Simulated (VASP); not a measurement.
# BP (lda) (F-43m) in VASP: notebook

BP (lda) is run at these levels: LDA; tasks: single point, relaxation of cell and atoms.

Program: VASP 6.6.1. These are calculated values, not measurements. Logs are shortened: lines on timing, memory, paths and dates and some standing lists are left out, and cuts for length are marked.

### 1 The cell of the first run

The structure is cubic, space group F-43m (No. 216). The conventional cell has a = 4.538 Å, b = 4.538 Å, c = 4.538 Å, α = 90.00°, β = 90.00°, γ = 90.00°. Within 2.6 Å of B (site symmetry -43m) lie 4 P at 1.97 Å. P (site symmetry -43m) has 4 B at 1.97 Å within 2.6 Å.

### 2 Single point, LDA

File INCAR:

```
PREC = Accurate
ENCUT = 500
EDIFF = 1E-6
ISMEAR = 0
SIGMA = 0.1
LREAL = F
LASPH = T
NELM = 120
ALGO = Normal
ISIF = 2
LWAVE = F
LCHARG = F
NBANDS = 11
GGA_COMPAT = F
```

File KPOINTS:

```
regular mesh
0
Gamma
  6 6 6
```

File POSCAR:

```
BP
1.0
    0.0000000000      2.2690000000      2.2690000000
    2.2690000000      0.0000000000      2.2690000000
    2.2690000000      2.2690000000      0.0000000000
B P
1 1
Direct
    0.0000000000      0.0000000000      0.0000000000
    0.2500000000      0.2500000000      0.2500000000
```

Potentials or basis: VASP PAW LDA potentials, release 64 (B, P).

Started as:

```bash
$ cat potpaw_LDA.64/B/POTCAR potpaw_LDA.64/P/POTCAR > POTCAR
$ mpirun -np 1 vasp_std > vasp.out
```

OUTCAR:

```text
PREC = Accurate
   ENCUT = 500
   EDIFF = 1E-6
   ISMEAR = 0
   LREAL = F
   LASPH = T
   NELM = 120
   ISIF = 2

 ion  position               nearest neighbor table
   1  0.000  0.000  0.000-   2 1.97   2 1.97   2 1.97   2 1.97
   2  0.250  0.250  0.250-   1 1.97   1 1.97   1 1.97   1 1.97

  LATTYP: Found a face centered cubic cell.
 ALAT       =     4.5380000000

  Lattice vectors:

 A1 = (   0.0000000000,   2.2690000000,   2.2690000000)
 A2 = (   2.2690000000,   0.0000000000,   2.2690000000)
 A3 = (   2.2690000000,   2.2690000000,   0.0000000000)

Analysis of symmetry for initial positions (statically):
=====================================================================
 Subroutine PRICEL returns:
 Original cell was already a primitive cell.

 Routine SETGRP: Setting up the symmetry group for a
 face centered cubic supercell.

 Subroutine GETGRP returns: Found 24 space group operations
 (whereof 24 operations were pure point group operations)
 out of a pool of 48 trial point group operations.

The static configuration has the point symmetry T_d .

Analysis of symmetry for dynamics (positions and initial velocities):
=====================================================================
 Subroutine PRICEL returns:
 Original cell was already a primitive cell.

 Routine SETGRP: Setting up the symmetry group for a
 face centered cubic supercell.

 Subroutine GETGRP returns: Found 24 space group operations
 (whereof 24 operations were pure point group operations)
 out of a pool of 48 trial point group operations.

The dynamic configuration has the point symmetry T_d .

 Subroutine INISYM returns: Found 24 space group operations
 (whereof 24 operations are pure point group operations),
 and found     1 'primitive' translations

----------------------------------------------------------------------------------------

                                     Primitive cell

  volume of cell :      23.3633

  direct lattice vectors                    reciprocal lattice vectors
     0.000000000  2.269000000  2.269000000    -0.220361393  0.220361393  0.220361393
     2.269000000  0.000000000  2.269000000     0.220361393 -0.220361393  0.220361393
     2.269000000  2.269000000  0.000000000     0.220361393  0.220361393 -0.220361393

  length of vectors
     3.208850573  3.208850573  3.208850573     0.381677128  0.381677128  0.381677128

  position of ions in fractional coordinates (direct lattice)
     0.000000000  0.000000000  0.000000000
     0.250000000  0.250000000  0.250000000

  ion indices of the primitive-cell ions
   primitive index   ion index
                 1           1
                 2           2

----------------------------------------------------------------------------------------

 KPOINTS: regular mesh

Automatic generation of k-mesh.
 Grid dimensions read from file:
 generate k-points for:    6    6    6

 Generating k-lattice:

  Cartesian coordinates                     Fractional coordinates (reciprocal lattice)
    -0.036726899  0.036726899  0.036726899     0.166666667  0.000000000  0.000000000
     0.036726899 -0.036726899  0.036726899     0.000000000  0.166666667  0.000000000
     0.036726899  0.036726899 -0.036726899     0.000000000  0.000000000  0.166666667

  Length of vectors
     0.063612855  0.063612855  0.063612855

  Shift w.r.t. Gamma in fractional coordinates (k-lattice)
     0.000000000  0.000000000  0.000000000

 Subroutine IBZKPT returns following result:
 ===========================================

 Found     16 irreducible k-points:

 Following reciprocal coordinates:
            Coordinates               Weight
  0.000000  0.000000  0.000000      1.000000
  0.166667  0.000000  0.000000      8.000000
  0.333333  0.000000  0.000000      8.000000
  0.500000  0.000000  0.000000      4.000000
  0.166667  0.166667  0.000000      6.000000
  0.333333  0.166667  0.000000     24.000000
[... 8 lines left out ...]
 -0.333333  0.333333  0.166667     24.000000
 -0.333333  0.500000  0.166667     12.000000
   k-points           NKPTS =     16   k-points in BZ     NKDIM =     16   number of bands    NBANDS=     11
   number of dos      NEDOS =    301   number of ions     NIONS =      2
   total plane-waves  NPLWV =  13824
   dimension x,y,z NGX =    24 NGY =   24 NGZ =   24
   dimension x,y,z NGXF=    48 NGYF=   48 NGZF=   48
   ions per type =               1   1
   NGX,Y,Z   is equivalent  to a cutoff of  12.43, 12.43, 12.43 a.u.
   NGXF,Y,Z  is equivalent  to a cutoff of  24.87, 24.87, 24.87 a.u.
 SYSTEM =  unknown system
   PREC   = accura    normal or accurate (medium, high low for compatibility)
   ISTART =      0    job   : 0-new  1-cont  2-samecut
   ICHARG =      2    charge: 1-file 2-atom 10-const
   ISPIN  =      1    spin polarized calculation?
   LNONCOLLINEAR =      F non collinear calculations
   LSORBIT =      F    spin-orbit coupling
   LASPH  =      T    aspherical Exc in radial PAW
   ENCUT  =  500.0 eV  36.75 Ry    6.06 a.u.   5.85  5.85  5.85*2*pi/ulx,y,z
   NELM   =    120;   NELMIN=  2; NELMDL= -5     # of ELM steps
   EDIFF  = 0.1E-05   stopping-criterion for ELM
   LREAL  =      F    real-space projection
   EDIFFG = 0.1E-04   stopping-criterion for IOM
   NSW    =      0    number of steps for IOM
   IBRION =     -1    ionic relax: 0-MD 1-quasi-New 2-CG
   NFREE  =      0    steps in history (QN), initial steepest desc. (CG)
   ISIF   =      2    stress and relaxation
   ISYM   =      2    0-nonsym 1-usesym 2-fastsym
   POTIM  = 0.5000    time-step for ionic-motion
   TEBEG  =    0.0;   TEEND  =   0.0 temperature during run
   PSTRESS=    0.0 pullay stress
   NELECT =       8.0000    total number of electrons
   NUPDOWN=      -1.0000    fix difference up-down
   EMIN   =  10.00;   EMAX   =-10.00  energy-range for DOS
   EFERMI =   0.00;   METHOD = LEGACY
   ISMEAR =     0;   SIGMA  =   0.10  broadening in eV -4-tet -1-fermi 0-gaus
   EFERMI_NEDOS =   21; number of points for ismear=-14 and -15
   IALGO  =     38    algorithm
   IMIX   =      4    mixing-type and parameters
     AMIX     =   0.40;   BMIX     =  1.00
     AMIX_MAG =   1.60;   BMIX_MAG =  1.00
  volume/ion in A,a.u.               =      11.68        78.83
  Fermi-wavevector in a.u.,A,eV,Ry     =   1.145320  2.164342 17.847562  1.311759
  Thomas-Fermi vector in A             =   2.282009
   LORBIT       =      0    0 simple, 1 ext, 2 COOP (PROOUT), +10 PAW based schemes
   GGA     = CA    functional components
   LHFCALC =     F    Hartree Fock is set to
   AEXX    =    0.0000 exact exchange contribution
   IVDW    =     0    specifies the selected vdW correction
   LEPSILON=     F    determine dielectric tensor
   LRPA    =     F    only Hartree local field effects (RPA)
 non-spin polarized calculation
 Gauss-broadening in eV      SIGMA  =   0.10
  energy-cutoff  :      500.00
  volume of cell :       23.36
 maximum number of plane-waves:       609
   NGX = 11   NGY = 11   NGZ = 11

 number of electron       8.0000000 magnetization

 Free energy of the ion-electron system (eV)
  ---------------------------------------------------
  ext. energy  EPLUGINS =         0.00000000
  ---------------------------------------------------
  free energy    TOTEN  =       -14.36945700 eV

  energy without entropy =      -14.36945700  energy(sigma->0) =      -14.36945700

 E-fermi :   7.9140     XC(G=0): -11.0863

 val. band max:        7.4123287536   @ k =   0.0000   0.0000   0.0000
 cond. band min:       8.7088664676   @ k =   0.5000   0.5000   0.0000
 fundamental gap:      1.2965377140
 Fermi energy:         7.9140233369

 k-point     1 :       0.0000    0.0000    0.0000
  band No.  band energies     occupation
      1      -7.9805      2.00000
      2       7.4123      2.00000
      3       7.4123      2.00000
      4       7.4123      2.00000
      5      10.7879      0.00000
      6      10.7879      0.00000
      7      10.7879      0.00000
      8      14.7807      0.00000
      9      18.6638      0.00000
     10      19.5898      0.00000
     11      19.5898      0.00000

 k-point     2 :       0.1667    0.0000    0.0000
  band No.  band energies     occupation
      1      -7.4831      2.00000
      2       4.5923      2.00000
      3       6.7498      2.00000
      4       6.7498      2.00000
      5      11.4005      0.00000
      6      11.6882      0.00000
      7      11.6882      0.00000
      8      16.0176      0.00000
      9      18.3500      0.00000
     10      18.3500      0.00000
     11      19.9035      0.00000

 k-point     3 :       0.3333    0.0000    0.0000
  band No.  band energies     occupation
      1      -6.0658      2.00000
      2       0.7076      2.00000
      3       5.9508      2.00000
      4       5.9508      2.00000
      5      11.2981      0.00000
      6      12.2344      0.00000
      7      12.2344      0.00000
      8      17.3375      0.00000
      9      19.2754      0.00000
     10      19.2754      0.00000
     11      20.6296      0.00000

 k-point     4 :       0.5000    0.0000    0.0000
  band No.  band energies     occupation
      1      -4.6482      2.00000
      2      -1.6002      2.00000
      3       5.6633      2.00000
      4       5.6633      2.00000
      5      11.1909      0.00000
      6      12.0879      0.00000
      7      12.0879      0.00000
      8      17.3281      0.00000
      9      21.9491      0.00000
     10      21.9820      0.00000
     11      21.9820      0.00000
[... 127 lines left out ...]
 k-point    14 :       0.5000    0.3333    0.1667
  band No.  band energies     occupation
      1      -4.8454      2.00000
      2       0.9508      2.00000
      3       2.4052      2.00000
      4       4.1480      2.00000
      5      11.3598      0.00000
      6      12.8509      0.00000
      7      13.8668      0.00000
      8      16.8500      0.00000
      9      19.9916      0.00000
     10      20.9136      0.00000
     11      24.9105      0.00000

 k-point    15 :      -0.3333    0.3333    0.1667
  band No.  band energies     occupation
      1      -3.5419      2.00000
      2      -0.6425      2.00000
      3       1.9202      2.00000
      4       3.4296      2.00000
      5      11.8396      0.00000
      6      13.0802      0.00000
      7      15.9225      0.00000
      8      16.5151      0.00000
      9      17.8149      0.00000
     10      22.1450      0.00000
     11      24.7989      0.00000

 k-point    16 :      -0.3333    0.5000    0.1667
  band No.  band energies     occupation
      1      -2.9439      2.00000
      2      -0.7013      2.00000
      3       2.1028      2.00000
      4       2.2164      2.00000
      5      11.1918      0.00000
      6      11.7680      0.00000
      7      16.4908      0.00000
      8      17.0908      0.00000
      9      20.2258      0.00000
     10      23.5051      0.00000
     11      23.7317      0.00000

------------------------ aborting loop because EDIFF is reached ----------------------------------------

  FORCE on cell =-STRESS in cart. coord.  units (eV):
  Direction    XX          YY          ZZ          XY          YZ          ZX
  --------------------------------------------------------------------------------------
  -------------------------------------------------------------------------------------
  Total       -0.7571800     -0.7571800     -0.7571800     -0.0000000      0.0000000     -0.0000000
  in kB      -51.9249681    -51.9249681    -51.9249681     -0.0000000      0.0000000     -0.0000000
  external PRESSURE =     -51.9249681 kB  Pullay stress =       0.0000000 kB

 VOLUME and BASIS-vectors are now :
 -----------------------------------------------------------------------------
  energy-cutoff  :      500.00
  volume of cell :       23.36
      direct lattice vectors                 reciprocal lattice vectors
     0.000000000  2.269000000  2.269000000    -0.220361393  0.220361393  0.220361393
     2.269000000  0.000000000  2.269000000     0.220361393 -0.220361393  0.220361393
     2.269000000  2.269000000  0.000000000     0.220361393  0.220361393 -0.220361393

 POSITION                                       TOTAL-FORCE (eV/Angst)
 -----------------------------------------------------------------------------------
      0.00000      0.00000      0.00000        -0.000000     -0.000000      0.000000
      1.13450      1.13450      1.13450         0.000000      0.000000     -0.000000
 -----------------------------------------------------------------------------------
    total drift:                                0.000000      0.000000      0.000000

  FREE ENERGIE OF THE ION-ELECTRON SYSTEM (eV)
  ---------------------------------------------------
  free  energy   TOTEN  =       -14.3694569963 eV

  energy  without entropy=      -14.3694569963  energy(sigma->0) =      -14.36945700
```

It took 4.2 s on 1 thread of Intel Xeon 8259CL, shared host; peak memory 0.12 GiB.

What came out:

| Quantity | Value |
| --- | --- |
| Free energy | -14.3695 eV |
| Pressure | -5.2 GPa |
| Band gap on the k mesh | 1.30 eV, indirect (least direct gap 3.38 eV) |

Levels at points of the mesh, in eV from the valence-band top:
```tsv
k point	band 2	band 3	band 4	band 5	band 6	band 7
(0.00, 0.00, 0.00)	0.00	0.00	0.00	3.38	3.38	3.38
(0.50, 0.00, 0.00)	-9.01	-1.75	-1.75	3.78	4.68	4.68
(0.50, 0.50, 0.00)	-8.49	-4.11	-4.11	1.30	1.55	12.00
```

A k mesh can miss the band edges. A hybrid or GW would open this gap; LDA tends to underestimate it.

(Part 1 of 2 ends here.)
